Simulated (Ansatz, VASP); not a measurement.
## Ge in VASP and in Ansatz

File INCAR:

```
SYSTEM = Ge
PREC = Accurate ; ENCUT = 520
EDIFF = 1E-6 ; ISMEAR = -1
SIGMA = 0.1 ; LREAL = .FALSE.
LASPH = .TRUE. ; NELM = 150
ALGO = Normal ; ISIF = 2
LWAVE = .FALSE. ; LCHARG = .FALSE.
MAGMOM = 0 0 0 ; LORBIT = 11
LSORBIT = .TRUE. ; GGA_COMPAT = .FALSE.
LORBMOM = .TRUE. ; GGA = PE
NBANDS = 25
```

The input KPOINTS:

```
regular mesh
0
G
  13 13 13
  0 0 0
```

The input POSCAR:

```
Ge
1.0
   -1.6907859149      1.6907859149      1.6907859149
    1.6907859149     -1.6907859149      1.6907859149
    1.6907859149      1.6907859149     -1.6907859149
Ge
1
Direct
    0.0000000000      0.0000000000      0.0000000000
```

Input for Ansatz:

```yaml
crystal:
  lattice:
    - [-1.6907859149, 1.6907859149, 1.6907859149]
    - [1.6907859149, -1.6907859149, 1.6907859149]
    - [1.6907859149, 1.6907859149, -1.6907859149]
  atoms:
    - { symbol: Ge, position: [0.0, 0.0, 0.0] }
hamiltonian:
  xc: pbe
  pseudopotentials:
    kind: paw_fr
    azcp:
      Ge: "pseudopotentials/Ge.paw.azcp"
basis:
  ecutwfc: 420
  fft_grid_basis: typed
kpoints:
  mp_grid: { grid: [13, 13, 13], shift: [0, 0, 0] }
magnetization:
  noncollinear: true
  spin_orbit: true
scf:
  occupations: { method: fermi_dirac, width: 0.1 }
```

Alike in both runs: task single point; functional PBE; k mesh 13 × 13 × 13; occupations fermi-dirac, width 0.1 eV; non-collinear spin, spin-orbit coupling.

```csv
,VASP,Ansatz
version,VASP 6.6.1,Ansatz 0.2.0
potentials or method,"VASP PAW PBE potentials, release 64 (Ge_d), cutoff 520 eV","plane waves (420 eV) with PAW, fully relativistic with spin-orbit coupling"
valence electrons in the cell,14,14
```

```tsv
	VASP	Ansatz	Ansatz less VASP
net moment per atom (μB)	0.00	0.00	0.000
```

The functional is the same, so the differences come from potentials, cutoffs and numerics.
